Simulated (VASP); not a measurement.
Input of a VASP 6.6.1 run:

INCAR

```
  PREC = Accurate
  ENCUT = 520
  EDIFF = 1E-7
  ISMEAR = 0
  SIGMA = 0.15
  LREAL = False
  LASPH = True
  NELM = 60
  ALGO = Normal
  ISIF = 2
  LWAVE = False
  LCHARG = True
  GGA = PE
  LELF = True
  LVHAR = True
  NBANDS = 15
```

Contents of KPOINTS:

```
regular mesh
0
Gamma
  18 18 18
```

File POSCAR:

```
TiC
1.0
    0.0000000000      2.1640000000      2.1640000000
    2.1640000000      0.0000000000      2.1640000000
    2.1640000000      2.1640000000      0.0000000000
Ti C
1 1
Direct
    0.0000000000      0.0000000000      0.0000000000
    0.4884473198      0.5115526802      0.4884473198
```

Potentials or basis: VASP PAW PBE potentials, release 64 (Ti_sv, C).

Command:

```sh
$ cat potpaw_PBE.64/Ti_sv/POTCAR potpaw_PBE.64/C/POTCAR > POTCAR
$ mpirun -np 1 vasp_std > vasp.out
```

Question: Estimate the largest force.

Answer: 0.469 eV/Å.

Question: Estimate the pressure.

Answer: 1.4 GPa.

Question: What does it give for the band gap on the k mesh?

Answer: Zero (band 8 reaches 10.13 eV, above the bottom of band 9 at 9.02 eV).

Forces on the atoms (eV/Å):
```
Ti   0.000 -0.469  0.000
C    0.000  0.469  0.000
```

Caveat: the cell differs from its parent crystal (all C atoms moved -0.050 Å, as atom 2 along Cartesian [0 1 0]).
